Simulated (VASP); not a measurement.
# Pb (Fm-3m) in VASP: elastic constants with PBEsol

Aim: the elastic constants of Pb with PBEsol.

All numbers are computed with VASP 6.6.1; they aren't measurements. Logs are shortened: lines on timing, memory, paths and dates and some standing lists are left out, and cuts for length are marked.

## 1. The cell of the first run

It takes space group Fm-3m (No. 225, cubic). Conventional cell: a = 4.873 Å, b = 4.873 Å, c = 4.873 Å, α = 90.00°, β = 90.00°, γ = 90.00°. Pb (site symmetry m-3m) has 12 Pb at 3.45 Å within 4.5 Å.

## 2. Elastic constants, PBEsol

Contents of INCAR:

```
SYSTEM = Pb
ALGO = Normal ; EDIFF = 1E-8
ENCUT = 600 ; GGA = PS
IBRION = 6 ; ISIF = 3
ISMEAR = -1 ; LASPH = .True.
LCHARG = .False. ; LREAL = .False.
LWAVE = .False. ; NELM = 80
NFREE = 2 ; NSW = 1
POTIM = 0.015 ; PREC = Accurate
SIGMA = 0.1
```

Contents of KPOINTS:

```
k-points
0
Gamma
  20 20 20
  0 0 0
```

Contents of POSCAR:

```
Pb
1.0
    0.0000000000      2.4362809647      2.4362809647
    2.4362809647      0.0000000000      2.4362809647
    2.4362809647      2.4362809647      0.0000000000
Pb
1
Direct
    0.0000000000      0.0000000000      0.0000000000
```

Potentials or basis: VASP PAW PBE potentials, release 64 (Pb_d).

On the command line:

```
> cat potpaw_PBE.64/Pb_d/POTCAR > POTCAR
> mpirun -np 1 vasp_std > vasp.out
```

OUTCAR:

```text
SYSTEM = Pb
   EDIFF = 1E-8
   ENCUT = 600
   GGA = PS
   IBRION = 6
   ISIF = 3
   ISMEAR = -1
   LASPH = .True.
   LREAL = .False.
   NELM = 80
   NFREE = 2
   NSW = 1
   POTIM = 0.015
   PREC = Accurate

 ion  position               nearest neighbor table
   1  0.000  0.000  0.000-

  LATTYP: Found a face centered cubic cell.
 ALAT       =     4.8725619294

  Lattice vectors:

 A1 = (   0.0000000000,   2.4362809647,   2.4362809647)
 A2 = (   2.4362809647,   0.0000000000,   2.4362809647)
 A3 = (   2.4362809647,   2.4362809647,   0.0000000000)

Analysis of symmetry for initial positions (statically):
=====================================================================
 Subroutine PRICEL returns:
 Original cell was already a primitive cell.

 Routine SETGRP: Setting up the symmetry group for a
 face centered cubic supercell.

 Subroutine GETGRP returns: Found 48 space group operations
 (whereof 48 operations were pure point group operations)
 out of a pool of 48 trial point group operations.

The static configuration has the point symmetry O_h .

Analysis of symmetry for dynamics (positions and initial velocities):
=====================================================================
 Subroutine PRICEL returns:
 Original cell was already a primitive cell.

 Routine SETGRP: Setting up the symmetry group for a
 face centered cubic supercell.

 Subroutine GETGRP returns: Found 48 space group operations
 (whereof 48 operations were pure point group operations)
 out of a pool of 48 trial point group operations.

The dynamic configuration has the point symmetry O_h .

 Subroutine INISYM returns: Found 48 space group operations
 (whereof 48 operations are pure point group operations),
 and found     1 'primitive' translations

[... 338 lines left out ...]
      3      -9.3831      2.00000
      4      -9.2195      2.00000
      5      -9.2195      2.00000
      6      -4.4583      2.00000
      7      15.4316      0.00000
      8      15.4316      0.00000
      9      15.4316      0.00000
     10      17.4318      0.00000
     11      19.5659      0.00000
[... 309 lines left out ...]
 k-point    24 :      -0.3500    0.0500    0.0000
  band No.  band energies     occupation
      1      -9.4111      2.00000
      2      -9.3579      2.00000
      3      -9.3536      2.00000
      4      -9.1205      2.00000
      5      -9.0972      2.00000
      6      -1.7660      2.00000
      7       5.2481      2.00000
      8      12.9307      0.00000
      9      13.9796      0.00000
     10      16.9016      0.00000
     11      18.0609      0.00000

 [... further k-points ...]

------------------------ aborting loop because EDIFF is reached ----------------------------------------

  FORCE on cell =-STRESS in cart. coord.  units (eV):
  Direction    XX          YY          ZZ          XY          YZ          ZX
  --------------------------------------------------------------------------------------
  -------------------------------------------------------------------------------------
  Total        0.3541877      0.3541877      0.3541877      0.0000000     -0.0000000      0.0000000
  in kB       19.6214863     19.6214863     19.6214863      0.0000000     -0.0000000      0.0000000
  external PRESSURE =      19.6214863 kB  Pullay stress =       0.0000000 kB
[... 16 lines left out ...]
  FREE ENERGIE OF THE ION-ELECTRON SYSTEM (eV)
  ---------------------------------------------------
  free  energy   TOTEN  =        -4.0013403654 eV

  energy  without entropy=       -3.9853889572  energy(sigma->0) =       -3.99336466

 INTERNAL STRAIN TENSORS FROM STRAINED CELLS
 ============================================

 INTERNAL STRAIN TENSOR FOR ION    1 for displacements in x,y,z  (eV/Angst):
          X           Y           Z          XY          YZ          ZX
  --------------------------------------------------------------------------------
  x     0.00000     0.00000     0.00000     0.00000    -0.00000     0.00000
  y     0.00000     0.00000    -0.00000    -0.00000     0.00000     0.00000
  z     0.00000    -0.00000     0.00000     0.00000     0.00000     0.00000

 INTERNAL STRAIN TENSORS FROM DISPLACED ATOMS
 ============================================

 INTERNAL STRAIN TENSOR FOR ION    1 for displacements in x,y,z  (eV/Angst):
          X           Y           Z          XY          YZ          ZX
  --------------------------------------------------------------------------------
  x     0.00000     0.00000     0.00000     0.00000     0.00000     0.00000
  y     0.00000     0.00000     0.00000     0.00000     0.00000     0.00000
  z     0.00000     0.00000     0.00000     0.00000     0.00000     0.00000

 Eigenvectors and eigenvalues of the dynamical matrix
 ----------------------------------------------------

   1 f/i=    0.000000 THz     0.000000 2PiTHz    0.000000 cm-1     0.000000 meV
             X         Y         Z           dx          dy          dz
      0.000000  0.000000  0.000000     0.707107   -0.707107    0.000000

   2 f/i=    0.000000 THz     0.000000 2PiTHz    0.000000 cm-1     0.000000 meV
             X         Y         Z           dx          dy          dz
      0.000000  0.000000  0.000000    -0.707107   -0.707107    0.000000

   3 f/i=    0.000000 THz     0.000000 2PiTHz    0.000000 cm-1     0.000000 meV
             X         Y         Z           dx          dy          dz
      0.000000  0.000000  0.000000     0.000000    0.000000    1.000000

--------------------------------------------------------------------------------------------------------

 ELASTIC MODULI CONTR FROM IONIC RELAXATION (kBar)
 Direction    XX          YY          ZZ          XY          YZ          ZX
 --------------------------------------------------------------------------------
 XX           0.0000      0.0000      0.0000      0.0000      0.0000      0.0000
 YY           0.0000      0.0000      0.0000      0.0000      0.0000      0.0000
 ZZ           0.0000      0.0000      0.0000      0.0000      0.0000      0.0000
 XY           0.0000      0.0000      0.0000      0.0000      0.0000      0.0000
 YZ           0.0000      0.0000      0.0000      0.0000      0.0000      0.0000
 ZX           0.0000      0.0000      0.0000      0.0000      0.0000      0.0000
 --------------------------------------------------------------------------------

 TOTAL ELASTIC MODULI (kBar)
 Direction    XX          YY          ZZ          XY          YZ          ZX
 --------------------------------------------------------------------------------
 XX         628.8823    510.6303    510.6303     -0.0000      0.0000      0.0000
 YY         510.6303    628.8823    510.6303      0.0000     -0.0000     -0.0000
 ZZ         510.6303    510.6303    628.8823     -0.0000      0.0000      0.0000
 XY          -0.0000      0.0000     -0.0000    223.6632      0.0000      0.0000
 YZ           0.0000     -0.0000      0.0000      0.0000    223.6632      0.0000
 ZX           0.0000     -0.0000      0.0000      0.0000      0.0000    223.6632
 --------------------------------------------------------------------------------
```

OSZICAR:

```text
N       E                     dE             d eps       ncg     rms          rms(c)
DAV:   1     0.106291977201E+03    0.10629E+03   -0.80508E+03  5672   0.168E+03
DAV:   2     0.670466071142E+00   -0.10562E+03   -0.10350E+03  5734   0.343E+02
DAV:   3    -0.391175547437E+01   -0.45822E+01   -0.45517E+01  6679   0.822E+01
DAV:   4    -0.401580094722E+01   -0.10405E+00   -0.10400E+00  6716   0.132E+01
[... 174 lines left out ...]
DAV:   5    -0.400134166165E+01    0.76887E-05   -0.21186E-05  6715   0.883E-02    0.536E-03
DAV:   6    -0.400134044960E+01    0.12121E-05   -0.36605E-06  6715   0.385E-02    0.839E-04
DAV:   7    -0.400134037947E+01    0.70131E-07   -0.13636E-07  8134   0.676E-03    0.923E-05
DAV:   8    -0.400134036857E+01    0.10899E-07   -0.17793E-09  3337   0.599E-04    0.134E-05
DAV:   9    -0.400134036539E+01    0.31773E-08   -0.39990E-10  3059   0.311E-04
  15 F= -.40013404E+01 E0= -.39933647E+01  d E =-.159514E-01
```

It took 32 min on 1 thread of Intel Xeon 6975P-C (Granite Rapids), shared host; peak memory 1.3 GiB.

Results:

* Elastic constants C11, C12, C44: 63, 51, 22 GPa
* Voigt bulk modulus: 55 GPa

Elastic tensor in Voigt notation (GPa, in the Cartesian axes of the cell as first typed):
```
63 51 51  0  0  0
51 63 51  0  0  0
51 51 63  0  0  0
 0  0  0 22  0  0
 0  0  0  0 22  0
 0  0  0  0  0 22
```

Clamped-ion elastic tensor (GPa):
```
63 51 51  0  0  0
51 63 51  0  0  0
51 51 63  0  0  0
 0  0  0 22  0  0
 0  0  0  0 22  0
 0  0  0  0  0 22
```

Caveat: the cell is under stress, which shifts elastic constants; the PAW data sets were made with another functional, which shifts forces and pressure a little; spin-orbit coupling is left out, which moves the levels of the heavy elements.
